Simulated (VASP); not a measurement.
Set up this calculation in VASP 6.6.1, as the native input.

| Quantity | Value |
| --- | --- |
| Task | single point |
| Functional | PBE |
| Potentials or basis | VASP PAW PBE potentials, release 64 (Cd, S) |
| Cutoff | 500 eV |
| k mesh | 4 × 4 × 4 |
| Occupations | gaussian, width 0.01 eV |
| Spin | no spin polarisation |
| Dipole correction | no |
| Further INCAR settings | ALGO = Normal; EDIFF = 1e-06; NBANDS = 16 |

The structure of CdS (Hawleyite) lies in POSCAR:

```
CdS
1.0
    0.0000000000      2.9874062844      2.9874062844
    2.9874062844      0.0000000000      2.9874062844
    2.9874062844      2.9874062844      0.0000000000
Cd S
1 1
Direct
    0.0000000000      0.0000000000      0.0000000000
    0.2500000000      0.2500000000      0.2500000000
```

This cell differs from its parent crystal: volume changed by +5%.

One way to write it, as run:

INCAR

```
SYSTEM = CdS
PREC     = Accurate       ! precision mode
ENCUT    = 500            ! plane-wave cutoff, eV
EDIFF    = 1E-6           ! SCF threshold, eV
ISMEAR   = 0              ! smearing method
SIGMA    = 0.01           ! smearing width, eV
LREAL    = .FALSE.        ! projectors in reciprocal space
LASPH    = .TRUE.         ! aspherical terms in the spheres
NELM     = 120            ! most SCF steps
ALGO     = Normal         ! electronic algorithm
ISIF     = 2              ! what is computed and relaxed
LWAVE    = .FALSE.        ! write WAVECAR
LCHARG   = .TRUE.         ! write CHGCAR
GGA      = PE             ! functional
LELF     = .TRUE.         ! ELF
LVHAR    = .TRUE.       
NBANDS   = 16             ! bands
GGA_COMPAT= .FALSE.
```

KPOINTS

```
Automatic mesh
0
G
  4 4 4
  0 0 0
```

Potentials or basis: VASP PAW PBE potentials, release 64 (Cd, S).

Command:

```sh
$ cat potpaw_PBE.64/Cd/POTCAR potpaw_PBE.64/S/POTCAR > POTCAR
$ mpirun -np 1 vasp_std > vasp.out
```

It gave:

- Pressure: -0.9 GPa
- Band gap on the k mesh: 0.98 eV, direct

Caveat: the k points lie up to 0.46 Å⁻¹ apart.

Run time: 8.4 s on 1 thread of Intel(R) Xeon(R) 6975P-C (Granite Rapids), with other jobs on the host, peak memory 0.17 GiB.
